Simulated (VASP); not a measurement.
A run of VASP 6.6.1 is set up as follows.

POSCAR

```
NaHF2
1.0
    1.6977160746      0.9801768327      4.5692389264
   -1.6977160746      0.9801768327      4.5692389264
    0.0000000000     -1.9603536654      4.5692389264
Na H F
1 1 2
Direct
    0.0000000000      0.0000000000      0.0000000000
    0.5000000000      0.5000000000      0.5000000000
    0.4172389337      0.4172389337      0.4172389337
    0.5827610663      0.5827610663      0.5827610663
```

The input INCAR.step1:

```
ALGO = Normal ; EDIFF = 1E-5
ENCUT = 520 ; GGA = PE
GGA_COMPAT = False ; ISIF = 2
ISMEAR = 0 ; LASPH = True
LREAL = False ; LWAVE = True
NBANDS = 19 ; NELM = 120
PREC = Accurate ; SIGMA = 0.01
```

INCAR.step2

```
ALGO = Normal ; EDIFF = 1E-6
ENCUT = 520 ; GGA = PE
GGA_COMPAT = False ; HFSCREEN = 0.2079
ISIF = 2 ; ISMEAR = 0
ISTART = 1 ; LASPH = True
LCHARG = True ; LELF = True
LHFCALC = True ; LREAL = False
LVHAR = True ; LWAVE = False
NBANDS = 19 ; NELM = 120
PREC = Accurate ; PRECFOCK = Normal
SIGMA = 0.01
```

KPOINTS

```
k-points
0
Gamma
  4 4 4
```

Potentials or basis: VASP PAW PBE potentials, release 64 (Na_pv, H, F).

Launch:

```bash
$ cat potpaw_PBE.64/Na_pv/POTCAR potpaw_PBE.64/H/POTCAR potpaw_PBE.64/F/POTCAR > POTCAR
$ cp INCAR.step1 INCAR
$ mpirun -np 1 vasp_std > vasp.out
$ cp INCAR.step2 INCAR
$ mpirun -np 1 vasp_std > vasp.out
```

What does it give for the band gap on the k mesh?

9.28 eV.

Predict the largest force.

0.174 eV/Å.

Estimate the pressure.

1.5 GPa.

Stress tensor (GPa, compression positive):
```
1.86 0.00 0.00
0.00 1.86 0.00
0.00 0.00 0.83
```

Caveat: the k points lie up to 0.55 Å⁻¹ apart; the PAW data sets were made with another functional, which shifts forces and pressure a little.
